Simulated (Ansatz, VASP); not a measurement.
Two plane-wave programs on Ta4O

The input INCAR:

```
PREC = Accurate ; ENCUT = 520
EDIFF = 1E-6 ; ISMEAR = 0
SIGMA = 0.15 ; LREAL = False
LASPH = True ; NELM = 100
ALGO = Normal ; ISIF = 2
LWAVE = False ; LCHARG = True
GGA = PS ; LELF = True
LVHAR = True ; NBANDS = 33
```

The input KPOINTS:

```
regular mesh
0
Gamma
  14 14 8
```

The input POSCAR:

```
Ta4O
1.0
    3.2109380217      0.0000000000      0.0000000000
    0.0000000000      3.2109380217      0.0000000000
    0.0000000000      0.0000000000      7.4521131708
Ta O
4 1
Direct
    0.0000000000      0.0000000000      0.5000000000
    0.5000000000      0.5000000000      0.7827831983
    0.5000000000      0.5000000000      0.2172168017
    0.0000000000      0.0000000000      0.0000000000
    0.5000000000      0.5000000000      0.5000000000
```

Input for Ansatz:

```yaml
crystal:
  lattice:
    - [3.2109380217, 0.0, 0.0]
    - [0.0, 3.2109380217, 0.0]
    - [0.0, 0.0, 7.4521131708]
  atoms:
    - { symbol: Ta, position: [0.0, 0.0, 0.5] }
    - { symbol: Ta, position: [0.5, 0.5, 0.7827831983] }
    - { symbol: Ta, position: [0.5, 0.5, 0.2172168017] }
    - { symbol: Ta, position: [0.0, 0.0, 0.0] }
    - { symbol: O, position: [0.5, 0.5, 0.5] }
basis:
  ecutwfc: 420
kpoints:
  mp_grid: { grid: [14, 14, 8] }
hamiltonian:
  xc: pbesol
scf:
  occupations: { method: gaussian, width: 0.15 }
output:
  forces: true
  stress: true
  eigenvalues: true
  write_density: true
  write_potential: true
  elf: true
  volumetric_format: npy
```

Change from the starting cell: strain +0.000 along x and y, +0.015 along z, atoms carried along.

Alike in both runs: task single point; functional PBEsol; k mesh 14 × 14 × 8; occupations gaussian, width 0.15 eV; no spin polarisation.

|  | VASP | Ansatz |
| --- | --- | --- |
| version | VASP 6.6.1 | Ansatz 0.2.0 |
| potentials or method | VASP PAW PBE potentials, release 64 (Ta_pv, O), cutoff 520 eV | scalar-relativistic, plane waves, PAW |
| valence electrons in the cell | 50 | 58 |

Ansatz gave:

```
gap on the k mesh at the Fermi level (eV)                     : none
pressure (GPa)                                                : -3.7
traceless stress, the component that is largest in VASP (GPa) : -2.45
rms of the force components (eV/Å)                            : 0.063
```

Which values does VASP return?

gap on the k mesh at the Fermi level (eV): none; pressure (GPa): -3.4; traceless stress, the component that is largest in VASP (GPa): -2.33; rms of the force components (eV/Å): 0.051.

VASP's potentials were made for PBE, not for PBEsol. Atom by atom the forces differ by 0.012 eV/Å (rms over components). A gap of «none» marks a metal or a gap that the smearing closes. VASP's potentials hold 50 valence electrons a cell and Ansatz's 58, so a difference there can come from the potentials and not from the codes.

Neither program's run includes spin-orbit coupling.
